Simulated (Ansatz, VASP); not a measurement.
**BaTe in VASP and in Ansatz**

```xyz
2
Lattice="0.0000 3.5324 3.4405 3.5324 0.0000 3.4405 3.5324 3.5324 0.0000" Properties=species:S:1:pos:R:3 pbc="T T T"
Ba    0.0000    0.0000    0.0000
Te    3.5324    3.5324    3.4405
```

Change from the starting cell: uniaxial_z strain -2.6%.

Alike in both runs: task single point; functional HSE06; k mesh 4 × 4 × 4; no spin polarisation.

```csv
,VASP,Ansatz
version,VASP 6.6.1,Ansatz 0.2.0
potentials or method,"VASP PAW PBE potentials, release 64 (Ba_sv, Te)","plane waves, PAW"
plane-wave cutoff (eV),400,420
occupations,"gaussian, width 0.01 eV",fixed
valence electrons in the cell,16,26
```

```csv
,VASP,Ansatz,Ansatz less VASP
gap on the k mesh at the Fermi level (eV),2.19,2.25,+0.057
pressure (GPa),0.9,0.7,-0.22
"traceless stress, the component that is largest in VASP (GPa)",1.29,1.24,-0.057
```

VASP's potentials hold 16 valence electrons a cell and Ansatz's 26, so a difference there can come from the potentials and not from the codes. Ansatz's warnings: stress exchange threshold loose, stress scf threshold loose.

Spin-orbit coupling is off throughout.
